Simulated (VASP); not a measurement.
# LiF (Fm-3m) in VASP: further runs

LiF is run at these levels: PBE; tasks: single point.

Program: VASP 6.6.1. These are calculated values, not measurements. Logs are shortened: lines on timing, memory, paths and dates and some standing lists are left out, and cuts for length are marked.

## 1. The cell of the first run

Symmetry: Fm-3m, No. 225, cubic system. Conventional cell: a = 3.950 Å, b = 3.950 Å, c = 3.950 Å, α = 90.00°, β = 90.00°, γ = 90.00°. Within 2.6 Å of Li (site symmetry m-3m) lie 6 F at 1.97 Å. Within 2.6 Å of F (site symmetry m-3m) lie 6 Li at 1.97 Å.

## 2. Single point, PBE (strain -1.0%)

File INCAR:

```
PREC = Accurate
ENCUT = 520
EDIFF = 1E-6
ISMEAR = 0
SIGMA = 0.01
LREAL = False
LASPH = True
NELM = 100
ALGO = Normal
ISIF = 2
LWAVE = False
LCHARG = False
GGA = PE
NBANDS = 12
```

File KPOINTS:

```
regular mesh
0
Gamma
  6 6 6
```

File POSCAR:

```
LiF
1.0
    0.0000000000      1.9749230202      1.9749230202
    1.9749230202      0.0000000000      1.9749230202
    1.9749230202      1.9749230202      0.0000000000
Li F
1 1
Direct
    0.0000000000      0.0000000000      0.0000000000
    0.5000000000      0.5000000000      0.5000000000
```

Potentials or basis: VASP PAW PBE potentials, release 64 (Li_sv, F).

Command:

```
$ cat potpaw_PBE.64/Li_sv/POTCAR potpaw_PBE.64/F/POTCAR > POTCAR
$ mpirun -np 1 vasp_std > vasp.out
```

OUTCAR:

```text
PREC = Accurate
   ENCUT = 520
   EDIFF = 1E-6
   ISMEAR = 0
   LREAL = False
   LASPH = True
   NELM = 100
   ISIF = 2
   GGA = PE

 ion  position               nearest neighbor table
   1  0.000  0.000  0.000-   2 1.97   2 1.97   2 1.97   2 1.97   2 1.97   2 1.97
   2  0.500  0.500  0.500-   1 1.97   1 1.97   1 1.97   1 1.97   1 1.97   1 1.97

  LATTYP: Found a face centered cubic cell.
 ALAT       =     3.9498460404

  Lattice vectors:

 A1 = (   0.0000000000,   1.9749230202,   1.9749230202)
 A2 = (   1.9749230202,   0.0000000000,   1.9749230202)
 A3 = (   1.9749230202,   1.9749230202,   0.0000000000)

Analysis of symmetry for initial positions (statically):
=====================================================================
 Subroutine PRICEL returns:
 Original cell was already a primitive cell.

 Routine SETGRP: Setting up the symmetry group for a
 face centered cubic supercell.

 Subroutine GETGRP returns: Found 48 space group operations
 (whereof 48 operations were pure point group operations)
 out of a pool of 48 trial point group operations.

The static configuration has the point symmetry O_h .

Analysis of symmetry for dynamics (positions and initial velocities):
=====================================================================
 Subroutine PRICEL returns:
 Original cell was already a primitive cell.

 Routine SETGRP: Setting up the symmetry group for a
 face centered cubic supercell.

 Subroutine GETGRP returns: Found 48 space group operations
 (whereof 48 operations were pure point group operations)
 out of a pool of 48 trial point group operations.

The dynamic configuration has the point symmetry O_h .

 Subroutine INISYM returns: Found 48 space group operations
 (whereof 48 operations are pure point group operations),
 and found     1 'primitive' translations

----------------------------------------------------------------------------------------

                                     Primitive cell

  volume of cell :      15.4057

  direct lattice vectors                    reciprocal lattice vectors
     0.000000000  1.974923020  1.974923020    -0.253174425  0.253174425  0.253174425
     1.974923020  0.000000000  1.974923020     0.253174425 -0.253174425  0.253174425
     1.974923020  1.974923020  0.000000000     0.253174425  0.253174425 -0.253174425

  length of vectors
     2.792962920  2.792962920  2.792962920     0.438510967  0.438510967  0.438510967

  position of ions in fractional coordinates (direct lattice)
     0.000000000  0.000000000  0.000000000
     0.500000000  0.500000000  0.500000000

  ion indices of the primitive-cell ions
   primitive index   ion index
                 1           1
                 2           2

----------------------------------------------------------------------------------------

 KPOINTS: regular mesh

Automatic generation of k-mesh.
 Grid dimensions read from file:
 generate k-points for:    6    6    6

 Generating k-lattice:

  Cartesian coordinates                     Fractional coordinates (reciprocal lattice)
    -0.042195737  0.042195737  0.042195737     0.166666667  0.000000000  0.000000000
     0.042195737 -0.042195737  0.042195737     0.000000000  0.166666667  0.000000000
     0.042195737  0.042195737 -0.042195737     0.000000000  0.000000000  0.166666667

  Length of vectors
     0.073085161  0.073085161  0.073085161

  Shift w.r.t. Gamma in fractional coordinates (k-lattice)
     0.000000000  0.000000000  0.000000000

 Subroutine IBZKPT returns following result:
 ===========================================

 Found     16 irreducible k-points:

 Following reciprocal coordinates:
            Coordinates               Weight
  0.000000  0.000000  0.000000      1.000000
  0.166667  0.000000  0.000000      8.000000
  0.333333  0.000000  0.000000      8.000000
  0.500000  0.000000  0.000000      4.000000
  0.166667  0.166667  0.000000      6.000000
  0.333333  0.166667  0.000000     24.000000
[... 8 lines left out ...]
 -0.333333  0.333333  0.166667     24.000000
 -0.333333  0.500000  0.166667     12.000000
   k-points           NKPTS =     16   k-points in BZ     NKDIM =     16   number of bands    NBANDS=     12
   number of dos      NEDOS =    301   number of ions     NIONS =      2
   total plane-waves  NPLWV =  13824
   dimension x,y,z NGX =    24 NGY =   24 NGZ =   24
   dimension x,y,z NGXF=    48 NGYF=   48 NGZF=   48
   ions per type =               1   1
   NGX,Y,Z   is equivalent  to a cutoff of  14.29, 14.29, 14.29 a.u.
   NGXF,Y,Z  is equivalent  to a cutoff of  28.57, 28.57, 28.57 a.u.
 SYSTEM =  unknown system
   PREC   = accura    normal or accurate (medium, high low for compatibility)
   ISTART =      0    job   : 0-new  1-cont  2-samecut
   ICHARG =      2    charge: 1-file 2-atom 10-const
   ISPIN  =      1    spin polarized calculation?
   LNONCOLLINEAR =      F non collinear calculations
   LSORBIT =      F    spin-orbit coupling
   LASPH  =      T    aspherical Exc in radial PAW
   ENCUT  =  520.0 eV  38.22 Ry    6.18 a.u.   5.19  5.19  5.19*2*pi/ulx,y,z
   NELM   =    100;   NELMIN=  2; NELMDL= -5     # of ELM steps
   EDIFF  = 0.1E-05   stopping-criterion for ELM
   LREAL  =      F    real-space projection
   EDIFFG = 0.1E-04   stopping-criterion for IOM
   NSW    =      0    number of steps for IOM
   IBRION =     -1    ionic relax: 0-MD 1-quasi-New 2-CG
   NFREE  =      0    steps in history (QN), initial steepest desc. (CG)
   ISIF   =      2    stress and relaxation
   ISYM   =      2    0-nonsym 1-usesym 2-fastsym
   POTIM  = 0.5000    time-step for ionic-motion
   TEBEG  =    0.0;   TEEND  =   0.0 temperature during run
   PSTRESS=    0.0 pullay stress
   NELECT =      10.0000    total number of electrons
   NUPDOWN=      -1.0000    fix difference up-down
   EMIN   =  10.00;   EMAX   =-10.00  energy-range for DOS
   EFERMI =   0.00;   METHOD = LEGACY
   ISMEAR =     0;   SIGMA  =   0.01  broadening in eV -4-tet -1-fermi 0-gaus
   EFERMI_NEDOS =   21; number of points for ismear=-14 and -15
   IALGO  =     38    algorithm
   IMIX   =      4    mixing-type and parameters
     AMIX     =   0.40;   BMIX     =  1.00
     AMIX_MAG =   1.60;   BMIX_MAG =  1.00
  volume/ion in A,a.u.               =       7.70        51.98
  Fermi-wavevector in a.u.,A,eV,Ry     =   1.417473  2.678635 27.337213  2.009228
  Thomas-Fermi vector in A             =   2.538699
   LORBIT       =      0    0 simple, 1 ext, 2 COOP (PROOUT), +10 PAW based schemes
   GGA     = PE    functional components
   LHFCALC =     F    Hartree Fock is set to
   AEXX    =    0.0000 exact exchange contribution
   IVDW    =     0    specifies the selected vdW correction
   LEPSILON=     F    determine dielectric tensor
   LRPA    =     F    only Hartree local field effects (RPA)
 non-spin polarized calculation
 Gauss-broadening in eV      SIGMA  =   0.01
  energy-cutoff  :      520.00
  volume of cell :       15.41
 maximum number of plane-waves:       432
 NGX is ok and might be reduce to    24
   NGX = 11   NGY = 11   NGZ = 11

 number of electron      10.0000002 magnetization

 Free energy of the ion-electron system (eV)
  ---------------------------------------------------
  ext. energy  EPLUGINS =         0.00000000
  ---------------------------------------------------
  free energy    TOTEN  =        -9.61085844 eV

  energy without entropy =       -9.61085844  energy(sigma->0) =       -9.61085844

 E-fermi :  -0.4202     XC(G=0): -10.2723

 val. band max:       -0.6484212058   @ k =   0.0000   0.0000   0.0000
 cond. band min:       8.9840599644   @ k =   0.0000   0.0000   0.0000
 fundamental gap:      9.6324811702
 Fermi energy:        -0.4201887481

 k-point     1 :       0.0000    0.0000    0.0000
  band No.  band energies     occupation
      1     -41.4473      2.00000
      2     -20.7901      2.00000
      3      -0.6484      2.00000
      4      -0.6484      2.00000
      5      -0.6484      2.00000
      6       8.9841      0.00000
      7      24.1055      0.00000
      8      24.1055      0.00000
      9      24.1055      0.00000
     10      24.2598      0.00000
     11      24.2598      0.00000
     12      24.2598      0.00000

 k-point     2 :       0.1667    0.0000    0.0000
  band No.  band energies     occupation
      1     -41.4284      2.00000
      2     -20.6772      2.00000
      3      -1.4182      2.00000
      4      -0.7136      2.00000
      5      -0.7136      2.00000
      6       9.6839      0.00000
      7      19.4172      0.00000
      8      21.6711      0.00000
      9      21.6711      0.00000
     10      26.1738      0.00000
     11      26.2741      0.00000
     12      26.2741      0.00000

 k-point     3 :       0.3333    0.0000    0.0000
  band No.  band energies     occupation
      1     -41.3909      2.00000
      2     -20.4385      2.00000
      3      -2.7471      2.00000
      4      -0.8378      2.00000
      5      -0.8378      2.00000
      6      10.4465      0.00000
      7      17.0304      0.00000
      8      19.5140      0.00000
      9      19.5140      0.00000
     10      28.5462      0.00000
     11      29.2118      0.00000
     12      29.2119      0.00000

 k-point     4 :       0.5000    0.0000    0.0000
  band No.  band energies     occupation
      1     -41.3720      2.00000
      2     -20.3107      2.00000
      3      -3.3469      2.00000
      4      -0.8970      2.00000
      5      -0.8970      2.00000
      6      10.4387      0.00000
      7      16.8069      0.00000
      8      18.7189      0.00000
      9      18.7189      0.00000
     10      30.7997      0.00000
     11      31.4263      0.00000
     12      31.4263      0.00000

 k-point     5 :       0.1667    0.1667    0.0000
  band No.  band energies     occupation
      1     -41.4225      2.00000
      2     -20.6315      2.00000
      3      -1.3843      2.00000
      4      -0.9296      2.00000
      5      -0.9296      2.00000
      6      10.0916      0.00000
      7      20.2812      0.00000
      8      21.1815      0.00000
      9      21.2550      0.00000
     10      21.2550      0.00000
     11      29.7034      0.00000
     12      29.7034      0.00000
[... 108 lines left out ...]
      1     -41.3531      2.00000
      2     -19.9991      2.00000
      3      -3.9151      2.00000
      4      -1.7363      2.00000
      5      -1.7363      2.00000
      6      14.7295      0.00000
      7      16.1007      0.00000
      8      17.5362      0.00000
      9      20.2972      0.00000
     10      20.2972      0.00000
     11      34.0341      0.00000
     12      38.6968      0.00000

 k-point    14 :       0.5000    0.3333    0.1667
  band No.  band energies     occupation
      1     -41.3685      2.00000
      2     -20.2120      2.00000
      3      -2.9205      2.00000
      4      -2.0139      2.00000
      5      -1.2116      2.00000
      6      12.6530      0.00000
      7      15.6899      0.00000
      8      18.7789      0.00000
      9      19.6887      0.00000
     10      24.5546      0.00000
     11      31.1375      0.00000
     12      35.0086      0.00000

 k-point    15 :      -0.3333    0.3333    0.1667
  band No.  band energies     occupation
      1     -41.3567      2.00000
      2     -20.1047      2.00000
      3      -3.0460      2.00000
      4      -2.4657      2.00000
      5      -1.3262      2.00000
      6      13.3285      0.00000
      7      15.2285      0.00000
      8      18.4734      0.00000
      9      19.3271      0.00000
     10      27.4016      0.00000
     11      28.2312      0.00000
     12      36.0060      0.00000

 k-point    16 :      -0.3333    0.5000    0.1667
  band No.  band energies     occupation
      1     -41.3520      2.00000
      2     -20.0248      2.00000
      3      -3.4316      2.00000
      4      -2.3500      2.00000
      5      -1.5616      2.00000
      6      14.7590      0.00000
      7      15.2037      0.00000
      8      17.4141      0.00000
      9      19.5915      0.00000
     10      24.0143      0.00000
     11      31.9083      0.00000
     12      34.5586      0.00000

------------------------ aborting loop because EDIFF is reached ----------------------------------------

  FORCE on cell =-STRESS in cart. coord.  units (eV):
  Direction    XX          YY          ZZ          XY          YZ          ZX
  --------------------------------------------------------------------------------------
  -------------------------------------------------------------------------------------
  Total        0.6427200      0.6427200      0.6427200      0.0000000      0.0000000     -0.0000000
  in kB       66.8423754     66.8423754     66.8423754      0.0000000      0.0000000     -0.0000000
  external PRESSURE =      66.8423754 kB  Pullay stress =       0.0000000 kB

 VOLUME and BASIS-vectors are now :
 -----------------------------------------------------------------------------
  energy-cutoff  :      520.00
  volume of cell :       15.41
      direct lattice vectors                 reciprocal lattice vectors
     0.000000000  1.974923020  1.974923020    -0.253174425  0.253174425  0.253174425
     1.974923020  0.000000000  1.974923020     0.253174425 -0.253174425  0.253174425
     1.974923020  1.974923020  0.000000000     0.253174425  0.253174425 -0.253174425

 POSITION                                       TOTAL-FORCE (eV/Angst)
 -----------------------------------------------------------------------------------
      0.00000      0.00000      0.00000         0.000000      0.000000     -0.000000
      1.97492      1.97492      1.97492        -0.000000     -0.000000      0.000000
 -----------------------------------------------------------------------------------
    total drift:                               -0.000000     -0.000000      0.000000

  FREE ENERGIE OF THE ION-ELECTRON SYSTEM (eV)
  ---------------------------------------------------
  free  energy   TOTEN  =        -9.6108584376 eV

  energy  without entropy=       -9.6108584376  energy(sigma->0) =       -9.61085844
```

Run time: 1.9 s. Hardware: 1 thread of Intel Xeon 6975P-C (Granite Rapids), shared host; peak memory 0.12 GiB.

What came out:

```
Free energy            : -9.6109 eV
Band gap on the k mesh : 9.63 eV
```

Levels at points of the mesh, in eV from the valence-band top:
```csv
k point,band 1,band 2,band 3,band 4,band 5,band 6,band 7,band 8,band 9,band 10
"(0.00, 0.00, 0.00)",-40.80,-20.14,0.00,0.00,0.00,9.63,24.75,24.75,24.75,24.91
"(0.50, 0.00, 0.00)",-40.72,-19.66,-2.70,-0.25,-0.25,11.09,17.46,19.37,19.37,31.45
"(0.50, 0.50, 0.00)",-40.70,-19.35,-3.27,-1.09,-1.09,15.38,16.75,18.18,20.95,20.95
```

Caveat: the k points lie up to 0.46 Å⁻¹ apart; the cell differs from its parent crystal (strain -1.0%); the cutoff is under 1.25 times the usual one of these potentials, so pressure, stress and relaxed cells hold a basis-set (Pulay) error.

## 3. Single point, PBE (strain +1.0%)

File INCAR:

```
ALGO = Normal
EDIFF = 1E-7
ENCUT = 520
GGA = PE
ISIF = 2
ISMEAR = 0
LASPH = T
LCHARG = F
LREAL = F
LWAVE = F
NBANDS = 12
NELM = 80
PREC = Accurate
SIGMA = 0.01
```

File KPOINTS:

```
k-points
0
Gamma
  6 6 6
```

File POSCAR:

```
LiF
1.0
    0.0000000000      2.0148204549      2.0148204549
    2.0148204549      0.0000000000      2.0148204549
    2.0148204549      2.0148204549      0.0000000000
Li F
1 1
Direct
    0.0000000000      0.0000000000      0.0000000000
    0.5000000000      0.5000000000      0.5000000000
```

Potentials or basis: VASP PAW PBE potentials, release 64 (Li_sv, F).

Command:

```
$ cat potpaw_PBE.64/Li_sv/POTCAR potpaw_PBE.64/F/POTCAR > POTCAR
$ mpirun -np 1 vasp_std > vasp.out
```

It took 2 s on 1 thread of Intel Xeon 6975P-C (Granite Rapids), shared host; peak memory 0.12 GiB.

It converged, with:

| Property | Result |
| --- | --- |
| Free energy | -9.6378 eV |
| Band gap on the k mesh | 9.08 eV |

Levels at points of the mesh, in eV from the valence-band top:
```tsv
k point	band 2	band 3	band 4	band 5	band 6	band 7	band 8	band 9
(0.00, 0.00, 0.00)	-19.97	0.00	0.00	0.00	9.08	23.95	23.95	23.95
(0.50, 0.00, 0.00)	-19.54	-2.51	-0.23	-0.23	10.77	16.73	18.89	18.89
(0.50, 0.50, 0.00)	-19.27	-3.00	-1.00	-1.00	14.80	16.47	17.44	20.22
```

Caveat: the k points lie up to 0.45 Å⁻¹ apart; the cell differs from its parent crystal (strain +1.0%); the cutoff is under 1.25 times the usual one of these potentials, so pressure, stress and relaxed cells hold a basis-set (Pulay) error.

(Continued in part 2 of 2.)
